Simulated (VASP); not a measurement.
# CoO in VASP: further runs, part 2 of 2

VASP 6.6.1.

## 4. Single point, PBE, collinear spin, ferromagnetic start

File INCAR:

```
SYSTEM = CoO
PREC = Accurate
ENCUT = 600
EDIFF = 1E-6
ISMEAR = -1
SIGMA = 0.05
LREAL = .False.
LASPH = .True.
NELM = 200
ALGO = Normal
ISIF = 2
LWAVE = .False.
LCHARG = .True.
ISPIN = 2
MAGMOM = 2 0
LORBIT = 11
LMAXMIX = 4
GGA = PE
LELF = .True.
LVHAR = .True.
NBANDS = 18
GGA_COMPAT = .False.
```

File KPOINTS:

```
regular mesh
0
Gamma
  9 9 9
  0 0 0
```

File POSCAR:

```
CoO
1.0
   -1.5155400000      1.5155400000      2.1072475377
    1.5155400000     -1.5155400000      2.1072475377
    1.5004600000      1.5004600000     -2.1072475377
Co O
1 1
Direct
    0.0000000000      0.0000000000      0.0000000000
    0.5000000000      0.5000000000      0.0000000000
```

Potentials or basis: VASP PAW PBE potentials, release 64 (Co, O).

The run is started by

```sh
cat potpaw_PBE.64/Co/POTCAR potpaw_PBE.64/O/POTCAR > POTCAR
mpirun -np 1 vasp_std > vasp.out
```

OUTCAR:

```text
SYSTEM = CoO
   PREC = Accurate
   ENCUT = 600
   EDIFF = 1E-6
   ISMEAR = -1
   LREAL = .False.
   LASPH = .True.
   NELM = 200
   ISIF = 2
   ISPIN = 2
   LORBIT = 11
   GGA = PE

 ion  position               nearest neighbor table
   1  0.000  0.000  0.000-   2 2.11   2 2.11   2 2.12   2 2.12   2 2.14   2 2.14
   2  0.500  0.500  0.000-   1 2.11   1 2.11   1 2.12   1 2.12   1 2.14   1 2.14

  LATTYP: Found a face centered orthorhombic cell.
 ALAT       =     4.2144950754
 B/A-ratio  =     1.0069870026
 C/A-ratio  =     1.0171074750

  Lattice vectors:

 A1 = (  -0.0150800000,   3.0160000000,   0.0000000000)
 A2 = (  -1.5155400000,   1.5155400000,   2.1072475377)
 A3 = (   1.5004600000,   1.5004600000,   2.1072475377)

Analysis of symmetry for initial positions (statically):
=====================================================================
 Subroutine PRICEL returns:
 Original cell was already a primitive cell.

 Routine SETGRP: Setting up the symmetry group for a
 face centered orthorhombic supercell.

 Subroutine GETGRP returns: Found  8 space group operations
 (whereof  8 operations were pure point group operations)
 out of a pool of  8 trial point group operations.

The static configuration has the point symmetry D_2h.

Analysis of symmetry for dynamics (positions and initial velocities):
=====================================================================
 Subroutine PRICEL returns:
 Original cell was already a primitive cell.

 Routine SETGRP: Setting up the symmetry group for a
 face centered orthorhombic supercell.

 Subroutine GETGRP returns: Found  8 space group operations
 (whereof  8 operations were pure point group operations)
 out of a pool of  8 trial point group operations.

The dynamic configuration has the point symmetry D_2h.

Analysis of structural, dynamic, and magnetic symmetry:
=====================================================================
 Subroutine PRICEL returns:
 Original cell was already a primitive cell.

 Routine SETGRP: Setting up the symmetry group for a
 face centered orthorhombic supercell.

 Subroutine GETGRP returns: Found  8 space group operations
[... 142 lines left out ...]
 Free energy of the ion-electron system (eV)
  ---------------------------------------------------
  ext. energy  EPLUGINS =         0.00000000
  ---------------------------------------------------
  free energy    TOTEN  =       -13.06648638 eV

  energy without entropy =      -13.03129273  energy(sigma->0) =      -13.04888956

 E-fermi :   8.0194     XC(G=0): -12.4550

 val. band max:        8.0193390574   @ k =  -0.4444  -0.0000   0.2222
 cond. band min:       8.0203455296   @ k =  -0.1111   0.3333   0.1111
 fundamental gap:      0.0010064721
 Fermi energy:         8.0193837853

 spin component 1

 k-point     1 :       0.0000    0.0000    0.0000
  band No.  band energies     occupation
      1     -12.2497      1.00000
      2       4.7847      1.00000
      3       4.7876      1.00000
      4       4.8390      1.00000
      5       4.8613      1.00000
      6       4.8907      1.00000
[... 493 lines left out ...]
     17      38.6071      0.00000
     18      39.4059      0.00000

 [... further k-points ...]

 spin component 2

 k-point     1 :       0.0000    0.0000    0.0000
  band No.  band energies     occupation
      1     -11.7762      1.00000
      2       5.3525      1.00000
      3       5.3870      1.00000
      4       5.4334      1.00000
      5       6.8737      1.00000
      6       6.9096      1.00000
[... 493 lines left out ...]
     17      38.8612      0.00000
     18      40.2414      0.00000

 [... further k-points ...]
[... 5 lines left out ...]
  --------------------------------------------------------------------------------------
  -------------------------------------------------------------------------------------
  Total       -0.1586852     -0.1586852     -0.1300378      0.0077374      0.0000000     -0.0000000
  in kB      -13.2641560    -13.2641560    -10.8695805      0.6467550      0.0000000     -0.0000000
  external PRESSURE =     -12.4659641 kB  Pullay stress =       0.0000000 kB

 VOLUME and BASIS-vectors are now :
 -----------------------------------------------------------------------------
  energy-cutoff  :      600.00
  volume of cell :       19.17
      direct lattice vectors                 reciprocal lattice vectors
    -1.515540000  1.515540000  2.107247538     0.001657866  0.331573276  0.237276348
     1.515540000 -1.515540000  2.107247538     0.331573276  0.001657866  0.237276348
     1.500460000  1.500460000 -2.107247538     0.333231142  0.333231142  0.000000000

 POSITION                                       TOTAL-FORCE (eV/Angst)
 -----------------------------------------------------------------------------------
      0.00000      0.00000      0.00000         0.000000     -0.000000     -0.000000
      0.00000      0.00000      2.10725        -0.000000      0.000000      0.000000
 -----------------------------------------------------------------------------------
    total drift:                               -0.000000      0.000000     -0.000000

  FREE ENERGIE OF THE ION-ELECTRON SYSTEM (eV)
  ---------------------------------------------------
  free  energy   TOTEN  =       -13.0664863795 eV

  energy  without entropy=      -13.0312927335  energy(sigma->0) =      -13.04888956

 total charge

# of ion       s       p       d       tot
------------------------------------------
    1        0.296   0.361   7.154   7.811
    2        1.553   3.427   0.000   4.980
--------------------------------------------------
tot          1.849   3.788   7.154  12.790

 magnetization (x)

# of ion       s       p       d       tot
------------------------------------------
    1        0.021   0.018   2.476   2.515
    2        0.029   0.251   0.000   0.279
--------------------------------------------------
tot          0.049   0.269   2.476   2.795
```

OSZICAR:

```text
N       E                     dE             d eps       ncg     rms          rms(c)
DAV:   1     0.848048503913E+02    0.84805E+02   -0.72786E+03  9344   0.108E+03
DAV:   2    -0.988850927736E+01   -0.94693E+02   -0.81807E+02  9470   0.238E+02
DAV:   3    -0.153873659045E+02   -0.54989E+01   -0.52838E+01 10450   0.598E+01
DAV:   4    -0.154457238820E+02   -0.58358E-01   -0.58295E-01 11012   0.590E+00
DAV:   5    -0.154469975304E+02   -0.12736E-02   -0.12734E-02 11246   0.877E-01    0.166E+01
DAV:   6    -0.143439897193E+02    0.11030E+01   -0.16266E+01 11646   0.604E+01    0.199E+01
DAV:   7    -0.131800616032E+02    0.11639E+01   -0.71363E+00 11408   0.474E+01    0.803E+00
DAV:   8    -0.130813005258E+02    0.98761E-01   -0.39190E-01 12854   0.971E+00    0.414E+00
DAV:   9    -0.130830362802E+02   -0.17358E-02   -0.22445E-01 13496   0.797E+00    0.280E+00
DAV:  10    -0.130689994396E+02    0.14037E-01   -0.70025E-02 13280   0.492E+00    0.818E-01
DAV:  11    -0.130659816124E+02    0.30178E-02   -0.25926E-02 12566   0.244E+00    0.329E-01
DAV:  12    -0.130665540939E+02   -0.57248E-03   -0.64850E-03 13078   0.866E-01    0.205E-01
DAV:  13    -0.130666485497E+02   -0.94456E-04   -0.26156E-04 11926   0.213E-01    0.184E-01
DAV:  14    -0.130665745317E+02    0.74018E-04   -0.85331E-05 12498   0.186E-01    0.134E-01
DAV:  15    -0.130664758909E+02    0.98641E-04   -0.17631E-04 12322   0.298E-01    0.380E-02
DAV:  16    -0.130664844946E+02   -0.86037E-05   -0.64596E-05 13432   0.812E-02    0.231E-02
DAV:  17    -0.130664859905E+02   -0.14959E-05   -0.34663E-06  9620   0.212E-02    0.214E-02
DAV:  18    -0.130664863795E+02   -0.38902E-06   -0.62488E-07  5266   0.126E-02
   1 F= -.13066486E+02 E0= -.13048890E+02  d E =-.351936E-01  mag=     2.8438
```

Wall time 3.1 min (1 thread of Intel Xeon 8259CL, shared host); peak memory 0.21 GiB.

What came out:

| Property | Result |
| --- | --- |
| Free energy | -13.0665 eV |
| Pressure | -1.2 GPa |
| Net moment | 2.84 μB per cell |
| Site moments | Co +2.52; O +0.28 μB |
| Valence electrons inside the program's atomic spheres | Co 7.81; O 4.98 |

Caveat: a cell with one magnetic atom can't hold antiferromagnetic order, which such compounds often take; semilocal functionals often make such compounds metallic where correlation or magnetic order opens a gap, which also shifts bond lengths. With open d or f shells a metallic result of PBE can be an artefact of self-interaction; +U or a hybrid may open a gap.

## 5. Single point, LDA, collinear spin, ferromagnetic start

This run uses another cell than the first one, of 9.01 Å³/atom, 0.940 times its volume.

File INCAR:

```
SYSTEM = CoO
PREC = Accurate ; ENCUT = 520
EDIFF = 1E-6 ; ISMEAR = -1
SIGMA = 0.05 ; LREAL = .FALSE.
LASPH = .TRUE. ; NELM = 150
ALGO = Normal ; ISIF = 2
LWAVE = .FALSE. ; LCHARG = .TRUE.
ISPIN = 2 ; MAGMOM = 2 0
LORBIT = 11 ; LMAXMIX = 4
GGA = CA ; LELF = .TRUE.
LVHAR = .TRUE. ; NBANDS = 18
```

File KPOINTS:

```
Automatic mesh
0
G
  12 12 12
  0 0 0
```

File POSCAR:

```
CoO
1.0
   -1.4772158519      1.4772158519      2.0642304156
    1.4772158519     -1.4772158519      2.0642304156
    1.4772158519      1.4772158519     -2.0642304156
Co O
1 1
Direct
    0.0000000000      0.0000000000      0.0000000000
    0.5000000000      0.5000000000      0.0000000000
```

Potentials or basis: VASP PAW LDA potentials, release 64 (Co, O).

The run is started by

```sh
cat potpaw_LDA.64/Co/POTCAR potpaw_LDA.64/O/POTCAR > POTCAR
mpirun -np 1 vasp_std > vasp.out
```

Wall time 60 s (1 thread of AMD EPYC 9R45 (Zen 5), shared host); peak memory 0.17 GiB.

The run converged. Its results:

- Free energy: -14.7985 eV
- Pressure: -12.3 GPa
- Net moment: 2.36 μB per cell
- Site moments: Co +2.10; O +0.22 μB
- Valence electrons inside the program's atomic spheres: Co 7.98; O 4.95

Stress tensor (GPa, compression positive):
```
-12.52   0.00   0.00
  0.00 -12.52   0.00
  0.00   0.00 -11.89
```

Levels at points of the mesh, in eV from the Fermi level:
Spin up:
| k point | band 6 | band 7 | band 8 | band 9 | band 10 | band 11 | band 12 | band 13 |
| --- | --- | --- | --- | --- | --- | --- | --- | --- |
| (0.00, 0.00, 0.00) | -2.91 | -2.83 | -2.82 | -2.82 | 1.36 | 16.85 | 18.55 | 18.55 |
| (0.50, 0.00, 0.00) | -1.98 | -1.48 | 0.50 | 0.59 | 5.08 | 9.81 | 13.57 | 13.86 |
| (0.50, 0.50, 0.00) | -2.40 | -1.73 | -1.66 | -1.66 | 6.27 | 9.95 | 12.02 | 16.26 |
| (0.50, 0.50, 0.50) | -2.37 | -1.72 | -1.67 | -1.67 | 6.26 | 10.11 | 11.86 | 16.22 |
Spin down:
| k point | band 2 | band 3 | band 4 | band 5 | band 6 | band 7 | band 8 | band 9 | band 10 | band 11 |
| --- | --- | --- | --- | --- | --- | --- | --- | --- | --- | --- |
| (0.00, 0.00, 0.00) | -3.26 | -3.21 | -3.21 | -1.30 | -1.30 | -1.23 | -0.62 | -0.62 | 1.80 | 16.93 |
| (0.50, 0.00, 0.00) | -8.47 | -5.52 | -5.48 | -0.19 | -0.17 | 0.14 | 2.31 | 2.39 | 5.38 | 10.41 |
| (0.50, 0.50, 0.00) | -7.22 | -4.57 | -4.47 | -2.58 | -0.12 | 0.14 | 0.16 | 0.53 | 6.89 | 10.35 |
| (0.50, 0.50, 0.50) | -7.19 | -4.56 | -4.56 | -2.57 | -0.08 | 0.15 | 0.15 | 0.53 | 6.88 | 10.49 |

Caveat: a cell with one magnetic atom can't hold antiferromagnetic order, which such compounds often take; semilocal functionals often make such compounds metallic where correlation or magnetic order opens a gap, which also shifts bond lengths.

## 6. Single point, LDA, collinear spin, ferromagnetic start

This run uses another cell than the first one, of 9.97 Å³/atom, 1.040 times its volume.

File INCAR:

```
PREC = Accurate
ENCUT = 520
EDIFF = 1E-7
ISMEAR = -1
SIGMA = 0.05
LREAL = False
LASPH = True
NELM = 150
ALGO = Normal
ISIF = 2
LWAVE = False
LCHARG = False
ISPIN = 2
MAGMOM = 2 0
LORBIT = 11
LMAXMIX = 4
GGA = CA
NBANDS = 18
```

File KPOINTS:

```
regular mesh
0
Gamma
  12 12 12
```

File POSCAR:

```
CoO
1.0
   -1.5278443810      1.5278443810      2.1349776590
    1.5278443810     -1.5278443810      2.1349776590
    1.5278443810      1.5278443810     -2.1349776590
Co O
1 1
Direct
    0.0000000000      0.0000000000      0.0000000000
    0.5000000000      0.5000000000      0.0000000000
```

Potentials or basis: VASP PAW LDA potentials, release 64 (Co, O).

The run is started by

```sh
cat potpaw_LDA.64/Co/POTCAR potpaw_LDA.64/O/POTCAR > POTCAR
mpirun -np 1 vasp_std > vasp.out
```

Run time: 69 s. Hardware: 1 thread of AMD EPYC 9R45 (Zen 5), shared host; peak memory 0.17 GiB.

It converged, with:

* Free energy: -14.5774 eV
* Pressure: -23.7 GPa
* Net moment: 2.85 μB per cell
* Site moments: Co +2.47; O +0.31 μB
* Valence electrons inside the program's atomic spheres: Co 7.79; O 4.91

Stress tensor (GPa, compression positive):
```
-23.46   0.00   0.00
  0.00 -23.46   0.00
  0.00   0.00 -24.14
```

Levels at points of the mesh, in eV from the Fermi level:
Spin up:
```tsv
k point	band 5	band 6	band 7	band 8	band 9	band 10	band 11	band 12	band 13	band 14
(0.00, 0.00, 0.00)	-2.97	-2.97	-2.96	-2.96	-2.91	0.79	16.53	17.70	17.70	17.72
(0.50, 0.00, 0.00)	-2.24	-2.23	-1.75	0.12	0.19	4.84	8.85	12.86	13.13	19.90
(0.50, 0.50, 0.00)	-3.79	-2.62	-2.15	-1.98	-1.97	5.51	9.33	11.45	15.08	15.28
(0.50, 0.50, 0.50)	-3.76	-2.60	-2.14	-1.99	-1.99	5.51	9.49	11.31	15.04	15.04
```
Spin down:
| k point | band 2 | band 3 | band 4 | band 5 | band 6 | band 7 | band 8 | band 9 | band 10 | band 11 |
| --- | --- | --- | --- | --- | --- | --- | --- | --- | --- | --- |
| (0.00, 0.00, 0.00) | -2.61 | -2.55 | -2.55 | -1.05 | -1.05 | -0.99 | -0.39 | -0.39 | 1.32 | 16.62 |
| (0.50, 0.00, 0.00) | -7.43 | -4.65 | -4.62 | -0.12 | -0.10 | 0.19 | 2.20 | 2.27 | 5.20 | 9.60 |
| (0.50, 0.50, 0.00) | -6.26 | -3.82 | -3.72 | -2.11 | 0.04 | 0.16 | 0.17 | 0.49 | 6.23 | 9.85 |
| (0.50, 0.50, 0.50) | -6.25 | -3.80 | -3.80 | -2.10 | 0.07 | 0.16 | 0.16 | 0.49 | 6.23 | 9.99 |

Caveat: a cell with one magnetic atom can't hold antiferromagnetic order, which such compounds often take; semilocal functionals often make such compounds metallic where correlation or magnetic order opens a gap, which also shifts bond lengths. With open d or f shells a metallic result of LDA can be an artefact of self-interaction; +U or a hybrid may open a gap.

## 7. Overview

```csv
task,level,potentials or basis,cell,k mesh,cutoff (eV),gap on the mesh (eV),pressure (GPa),moment (μB)
single point,PBE,"VASP PAW PBE potentials, release 64 (Co, O)","a = 3.003 Å, angles 120.0, 120.0, 90.1°, 2 atoms",12 × 12 × 12,520,none,-0.6,2.89
relaxation of cell and atoms,PBE,"VASP PAW PBE potentials, release 64 (Co, O)","relaxed from a = 2.998 Å, angles 119.6, 119.6, 90.7°, 2 atoms",12 × 12 × 12,600,none,0.0,2.87
single point,PBE,"VASP PAW PBE potentials, release 64 (Co, O)","a = 3.006, b = 3.006, c = 2.991 Å, angles 119.6, 119.6, 91.0°, 2 atoms",9 × 9 × 9,600,none,-1.2,2.84
single point,LDA,"VASP PAW LDA potentials, release 64 (Co, O)","a = 2.937 Å, angles 119.6, 119.6, 90.7°, 2 atoms",12 × 12 × 12,520,none,-12.3,2.36
single point,LDA,"VASP PAW LDA potentials, release 64 (Co, O)","a = 3.038 Å, angles 119.6, 119.6, 90.7°, 2 atoms",12 × 12 × 12,520,none,-23.7,2.85
```

Alike in all rows: spin collinear, ferromagnetic start; smearing fermi-dirac 0.05 eV.

Caveats: a cell with one magnetic atom can't hold antiferromagnetic order, which such compounds often take; semilocal functionals often make such compounds metallic where correlation or magnetic order opens a gap, which also shifts bond lengths.

Absolute energies hang on the potentials; compare differences alone.
